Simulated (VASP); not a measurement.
# NaF (Fm-3m) in VASP: a series of runs, part 2 of 2

VASP 6.6.1. Earlier steps stand in the parts before.

## Step 5: Single point, PBE

This run uses another cell than the first one, of 12.94 Å³/atom, 0.997 times its volume.

INCAR

```
SYSTEM = NaF
ALGO = Normal
EDIFF = 1E-6
ENCUT = 600
GGA = PE
GGA_COMPAT = .False.
ISIF = 2
ISMEAR = 0
LASPH = .True.
LCHARG = .True.
LELF = .True.
LREAL = .False.
LVHAR = .True.
LWAVE = .False.
NBANDS = 14
NELM = 120
PREC = Accurate
SIGMA = 0.1
```

KPOINTS

```
k-points
0
Gamma
  6 6 6
  0 0 0
```

POSCAR

```
NaF
1.0
    0.0000000000      2.3477418637      2.3477418637
    2.3477418637      0.0000000000      2.3477418637
    2.3477418637      2.3477418637      0.0000000000
Na F
1 1
Direct
    0.0000000000      0.0000000000      0.0000000000
    0.5000000000      0.5000000000      0.5000000000
```

Potentials or basis: VASP PAW PBE potentials, release 64 (Na_pv, F).

Launch:

```sh
> cat potpaw_PBE.64/Na_pv/POTCAR potpaw_PBE.64/F/POTCAR > POTCAR
> mpirun -np 1 vasp_std > vasp.out
```

OUTCAR:

```text
SYSTEM = NaF
   EDIFF = 1E-6
   ENCUT = 600
   GGA = PE
   ISIF = 2
   ISMEAR = 0
   LASPH = .True.
   LREAL = .False.
   NELM = 120
   PREC = Accurate

 ion  position               nearest neighbor table
   1  0.000  0.000  0.000-   2 2.35   2 2.35   2 2.35   2 2.35   2 2.35   2 2.35
   2  0.500  0.500  0.500-   1 2.35   1 2.35   1 2.35   1 2.35   1 2.35   1 2.35

  LATTYP: Found a face centered cubic cell.
 ALAT       =     4.6954837274

  Lattice vectors:

 A1 = (   0.0000000000,   2.3477418637,   2.3477418637)
 A2 = (   2.3477418637,   0.0000000000,   2.3477418637)
 A3 = (   2.3477418637,   2.3477418637,   0.0000000000)

Analysis of symmetry for initial positions (statically):
=====================================================================
 Subroutine PRICEL returns:
 Original cell was already a primitive cell.

 Routine SETGRP: Setting up the symmetry group for a
 face centered cubic supercell.

 Subroutine GETGRP returns: Found 48 space group operations
 (whereof 48 operations were pure point group operations)
 out of a pool of 48 trial point group operations.

The static configuration has the point symmetry O_h .

Analysis of symmetry for dynamics (positions and initial velocities):
=====================================================================
 Subroutine PRICEL returns:
 Original cell was already a primitive cell.

 Routine SETGRP: Setting up the symmetry group for a
 face centered cubic supercell.

 Subroutine GETGRP returns: Found 48 space group operations
 (whereof 48 operations were pure point group operations)
 out of a pool of 48 trial point group operations.

The dynamic configuration has the point symmetry O_h .

 Subroutine INISYM returns: Found 48 space group operations
 (whereof 48 operations are pure point group operations),
 and found     1 'primitive' translations

----------------------------------------------------------------------------------------

                                     Primitive cell

  volume of cell :      25.8810

  direct lattice vectors                    reciprocal lattice vectors
     0.000000000  2.347741864  2.347741864    -0.212970603  0.212970603  0.212970603
     2.347741864  0.000000000  2.347741864     0.212970603 -0.212970603  0.212970603
     2.347741864  2.347741864  0.000000000     0.212970603  0.212970603 -0.212970603

  length of vectors
     3.320208385  3.320208385  3.320208385     0.368875905  0.368875905  0.368875905

  position of ions in fractional coordinates (direct lattice)
     0.000000000  0.000000000  0.000000000
     0.500000000  0.500000000  0.500000000

  ion indices of the primitive-cell ions
   primitive index   ion index
                 1           1
                 2           2

----------------------------------------------------------------------------------------

 KPOINTS: k-points

Automatic generation of k-mesh.
 Grid dimensions read from file:
 generate k-points for:    6    6    6

 Generating k-lattice:

  Cartesian coordinates                     Fractional coordinates (reciprocal lattice)
    -0.035495100  0.035495100  0.035495100     0.166666667  0.000000000  0.000000000
     0.035495100 -0.035495100  0.035495100     0.000000000  0.166666667  0.000000000
     0.035495100  0.035495100 -0.035495100     0.000000000  0.000000000  0.166666667

  Length of vectors
     0.061479317  0.061479317  0.061479317

  Shift w.r.t. Gamma in fractional coordinates (k-lattice)
     0.000000000  0.000000000  0.000000000

 Subroutine IBZKPT returns following result:
 ===========================================

 Found     16 irreducible k-points:

 Following reciprocal coordinates:
            Coordinates               Weight
  0.000000  0.000000  0.000000      1.000000
  0.166667  0.000000  0.000000      8.000000
  0.333333  0.000000  0.000000      8.000000
  0.500000  0.000000  0.000000      4.000000
  0.166667  0.166667  0.000000      6.000000
  0.333333  0.166667  0.000000     24.000000
[... 8 lines left out ...]
 -0.333333  0.333333  0.166667     24.000000
 -0.333333  0.500000  0.166667     12.000000
   k-points           NKPTS =     16   k-points in BZ     NKDIM =     16   number of bands    NBANDS=     14
   number of dos      NEDOS =    301   number of ions     NIONS =      2
   total plane-waves  NPLWV =  21952
   dimension x,y,z NGX =    28 NGY =   28 NGZ =   28
   dimension x,y,z NGXF=    56 NGYF=   56 NGZF=   56
   ions per type =               1   1
   NGX,Y,Z   is equivalent  to a cutoff of  14.02, 14.02, 14.02 a.u.
   NGXF,Y,Z  is equivalent  to a cutoff of  28.04, 28.04, 28.04 a.u.
 SYSTEM =  NaF
   PREC   = accura    normal or accurate (medium, high low for compatibility)
   ISTART =      0    job   : 0-new  1-cont  2-samecut
   ICHARG =      2    charge: 1-file 2-atom 10-const
   ISPIN  =      1    spin polarized calculation?
   LNONCOLLINEAR =      F non collinear calculations
   LSORBIT =      F    spin-orbit coupling
   LASPH  =      T    aspherical Exc in radial PAW
   ENCUT  =  600.0 eV  44.10 Ry    6.64 a.u.   6.63  6.63  6.63*2*pi/ulx,y,z
   NELM   =    120;   NELMIN=  2; NELMDL= -5     # of ELM steps
   EDIFF  = 0.1E-05   stopping-criterion for ELM
   LREAL  =      F    real-space projection
[... 7 lines left out ...]
   TEBEG  =    0.0;   TEEND  =   0.0 temperature during run
   PSTRESS=    0.0 pullay stress
   NELECT =      14.0000    total number of electrons
   NUPDOWN=      -1.0000    fix difference up-down
   EMIN   =  10.00;   EMAX   =-10.00  energy-range for DOS
   EFERMI =   0.00;   METHOD = LEGACY
   ISMEAR =     0;   SIGMA  =   0.10  broadening in eV -4-tet -1-fermi 0-gaus
   EFERMI_NEDOS =   21; number of points for ismear=-14 and -15
   IALGO  =     38    algorithm
   IMIX   =      4    mixing-type and parameters
     AMIX     =   0.40;   BMIX     =  1.00
     AMIX_MAG =   1.60;   BMIX_MAG =  1.00
  volume/ion in A,a.u.               =      12.94        87.33
  Fermi-wavevector in a.u.,A,eV,Ry     =   1.333902  2.520709 24.208762  1.779294
  Thomas-Fermi vector in A             =   2.462724
   LORBIT       =      0    0 simple, 1 ext, 2 COOP (PROOUT), +10 PAW based schemes
   GGA     = PE    functional components
   LHFCALC =     F    Hartree Fock is set to
   AEXX    =    0.0000 exact exchange contribution
   IVDW    =     0    specifies the selected vdW correction
   LEPSILON=     F    determine dielectric tensor
   LRPA    =     F    only Hartree local field effects (RPA)
 non-spin polarized calculation
 Gauss-broadening in eV      SIGMA  =   0.10
  energy-cutoff  :      600.00
  volume of cell :       25.88
 maximum number of plane-waves:       881
 NGX is ok and might be reduce to    28
   NGX = 13   NGY = 13   NGZ = 13

 number of electron      14.0000003 magnetization

 Free energy of the ion-electron system (eV)
  ---------------------------------------------------
  ext. energy  EPLUGINS =         0.00000000
  ---------------------------------------------------
  free energy    TOTEN  =        -8.57109709 eV

  energy without entropy =       -8.57109709  energy(sigma->0) =       -8.57109709

 E-fermi :  -1.7427     XC(G=0):  -8.9678

 val. band max:       -2.2534801127   @ k =   0.0000   0.0000   0.0000
 cond. band min:       3.8392215295   @ k =   0.0000   0.0000   0.0000
 fundamental gap:      6.0927016421
 Fermi energy:        -1.7427107915

 k-point     1 :       0.0000    0.0000    0.0000
  band No.  band energies     occupation
      1     -21.3630      2.00000
      2     -21.3185      2.00000
      3     -21.3185      2.00000
      4     -21.3185      2.00000
      5      -2.2535      2.00000
      6      -2.2535      2.00000
      7      -2.2535      2.00000
      8       3.8392      0.00000
      9      16.4413      0.00000
     10      16.4413      0.00000
     11      16.4413      0.00000
     12      19.2267      0.00000
     13      21.3566      0.00000
     14      21.3566      0.00000
[... 239 lines left out ...]
 k-point    16 :      -0.3333    0.5000    0.1667
  band No.  band energies     occupation
      1     -21.6224      2.00000
      2     -21.4209      2.00000
      3     -21.3833      2.00000
      4     -20.8567      2.00000
      5      -3.2803      2.00000
      6      -2.8688      2.00000
      7      -2.7543      2.00000
      8      10.6353      0.00000
      9      10.7958      0.00000
     10      11.9152      0.00000
     11      14.9899      0.00000
     12      18.7320      0.00000
     13      23.0926      0.00000
     14      23.3409      0.00000

------------------------ aborting loop because EDIFF is reached ----------------------------------------

  FORCE on cell =-STRESS in cart. coord.  units (eV):
  Direction    XX          YY          ZZ          XY          YZ          ZX
  --------------------------------------------------------------------------------------
  -------------------------------------------------------------------------------------
  Total       -0.0139192     -0.0139192     -0.0139192      0.0000000     -0.0000000      0.0000000
  in kB       -0.8616750     -0.8616750     -0.8616750      0.0000000     -0.0000000      0.0000000
  external PRESSURE =      -0.8616750 kB  Pullay stress =       0.0000000 kB

 VOLUME and BASIS-vectors are now :
 -----------------------------------------------------------------------------
  energy-cutoff  :      600.00
  volume of cell :       25.88
      direct lattice vectors                 reciprocal lattice vectors
     0.000000000  2.347741864  2.347741864    -0.212970603  0.212970603  0.212970603
     2.347741864  0.000000000  2.347741864     0.212970603 -0.212970603  0.212970603
     2.347741864  2.347741864  0.000000000     0.212970603  0.212970603 -0.212970603

 POSITION                                       TOTAL-FORCE (eV/Angst)
 -----------------------------------------------------------------------------------
      0.00000      0.00000      0.00000         0.000000     -0.000000     -0.000000
      2.34774      2.34774      2.34774        -0.000000      0.000000      0.000000
 -----------------------------------------------------------------------------------
    total drift:                                0.000000      0.000000      0.000000

  FREE ENERGIE OF THE ION-ELECTRON SYSTEM (eV)
  ---------------------------------------------------
  free  energy   TOTEN  =        -8.5710970856 eV

  energy  without entropy=       -8.5710970856  energy(sigma->0) =       -8.57109709
```

OSZICAR:

```text
N       E                     dE             d eps       ncg     rms          rms(c)
DAV:   1     0.115337401367E+03    0.11534E+03   -0.82877E+03   448   0.132E+03
DAV:   2    -0.347574215805E+01   -0.11881E+03   -0.11093E+03   484   0.353E+02
DAV:   3    -0.942206976436E+01   -0.59463E+01   -0.59334E+01   568   0.718E+01
DAV:   4    -0.947241160712E+01   -0.50342E-01   -0.50340E-01   466   0.722E+00
DAV:   5    -0.947299234752E+01   -0.58074E-03   -0.58074E-03   586   0.746E-01    0.542E+00
DAV:   6    -0.858056072992E+01    0.89243E+00   -0.31670E+00   526   0.146E+01    0.186E+00
DAV:   7    -0.856916452876E+01    0.11396E-01   -0.32146E-02   448   0.209E+00    0.107E+00
DAV:   8    -0.857050379145E+01   -0.13393E-02   -0.31554E-02   478   0.360E+00    0.161E-01
DAV:   9    -0.857128795785E+01   -0.78417E-03   -0.50881E-03   538   0.661E-01    0.148E-01
DAV:  10    -0.857109866832E+01    0.18929E-03   -0.11071E-03   484   0.365E-01    0.157E-02
DAV:  11    -0.857109663437E+01    0.20340E-05   -0.37814E-05   544   0.886E-02    0.381E-03
DAV:  12    -0.857109708559E+01   -0.45122E-06   -0.19791E-06   490   0.171E-02
   1 F= -.85710971E+01 E0= -.85710971E+01  d E =-.369395E-14
```

Run time: 7.2 s. Hardware: 1 thread of Intel Xeon Platinum 8259CL at 2.50GHz (Skylake/Cascade Lake), shared host; peak memory 0.14 GiB.

What came out:

```yaml
Free_energy: -8.5711 eV
Pressure: -0.1 GPa
Band_gap_on_the_k_mesh: 6.09 eV, direct
```

## Step 6: The runs side by side

```csv
task,cell,k mesh,cutoff (eV),smearing,gap on the mesh (eV),pressure (GPa)
single point,"a = 3.324 Å, angles 60.0°, 2 atoms",8 × 8 × 8,520,gaussian 0.02 eV,6.07,-0.1
relaxation of cell and atoms,"relaxed from a = 3.320 Å, angles 60.0°, 2 atoms",8 × 8 × 8,600,gaussian 0.02 eV,6.09,-0.1
single point,"a = 3.233 Å, angles 60.0°, 2 atoms",6 × 6 × 6,600,gaussian 0.1 eV,6.53,4.3
single point,"a = 3.320 Å, angles 60.0°, 2 atoms",6 × 6 × 6,600,gaussian 0.1 eV,6.09,-0.1
```

Alike in all rows: level PBE; potentials or basis VASP PAW PBE potentials, release 64 (Na_pv, F); no spin polarisation.

Caveats: the relaxation stopped at its first step, so nothing moved (some runs).

Total energies depend on the potentials used, so only differences within one code and one set of settings carry meaning.
